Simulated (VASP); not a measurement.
Here is a VASP 6.6.1 calculation.

The input INCAR:

```
  PREC = Accurate
  ENCUT = 520
  EDIFF = 1E-7
  ISMEAR = -1
  SIGMA = 0.1
  LREAL = F
  LASPH = T
  NELM = 100
  ALGO = Normal
  ISIF = 2
  LWAVE = F
  LCHARG = F
  GGA = PE
  NBANDS = 12
```

File KPOINTS:

```
Automatic mesh
0
Gamma
  18 18 17
```

POSCAR

```
Nb
1.0
    2.4098433676      0.0000000000      0.0000000000
   -1.2049216838      2.0869855755      0.0000000000
    0.0000000000      0.0000000000      2.2886279502
Nb
1
Direct
    0.0000000000      0.0000000000      0.0000000000
```

Potentials or basis: VASP PAW PBE potentials, release 64 (Nb_sv).

Command:

```bash
$ cat potpaw_PBE.64/Nb_sv/POTCAR > POTCAR
$ mpirun -np 1 vasp_std > vasp.out
```

(1) What does it give for the pressure?

Results:

(1) 200.2 GPa.
